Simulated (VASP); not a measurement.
Write the native input for VASP 6.6.1 that does the following.

| Item | Value |
| --- | --- |
| Task | single point |
| Functional | PBEsol |
| Potentials or basis | VASP PAW PBE potentials, release 64 (Si, Ge_d) |
| Cutoff | 520 eV |
| k mesh | 12 × 12 × 6 |
| Occupations | gaussian, width 0.03 eV |
| Spin | no spin polarisation |
| Dipole correction | no |
| Further INCAR settings | ALGO = Normal; EDIFF = 1e-06; NBANDS = 26 |

The structure of SiGe lies in POSCAR:

```
SiGe
1.0
    4.0018446113      0.0000000000      0.0000000000
   -2.0009223057      3.4656990954      0.0000000000
    0.0000000000      0.0000000000      6.6106243379
Si Ge
2 2
Direct
    0.6666666667      0.3333333333      0.8745463082
    0.3333333333      0.6666666667      0.3745463082
    0.6666666667      0.3333333333      0.4926925203
    0.3333333333      0.6666666667     -0.0073074797
```

This cell differs from its parent crystal: atoms shifted along a free coordinate.

The input as run:

INCAR

```
SYSTEM = SiGe
  PREC = Accurate
  ENCUT = 520
  EDIFF = 1E-6
  ISMEAR = 0
  SIGMA = 0.03
  LREAL = .FALSE.
  LASPH = .TRUE.
  NELM = 80
  ALGO = Normal
  ISIF = 2
  LWAVE = .FALSE.
  LCHARG = .FALSE.
  GGA = PS
  NBANDS = 26
```

KPOINTS

```
Automatic mesh
0
G
  12 12 6
  0 0 0
```

Potentials or basis: VASP PAW PBE potentials, release 64 (Si, Ge_d).

Run with:

```sh
$ cat potpaw_PBE.64/Si/POTCAR potpaw_PBE.64/Ge_d/POTCAR > POTCAR
$ mpirun -np 1 vasp_std > vasp.out
```

Results of the run:

```yaml
Pressure: -5.1 GPa
Largest_force: 0.474 eV/Å
Band_gap_on_the_k_mesh: 0.09 eV
```

Caveat: the cell differs from its parent crystal (atoms shifted along a free coordinate); the cell stands under tension; the PAW data sets were made with another functional, which shifts forces and pressure a little.

It took 70 s on 1 thread of Intel(R) Xeon(R) 6975P-C (Granite Rapids) (shared host), peak memory 0.29 GiB.
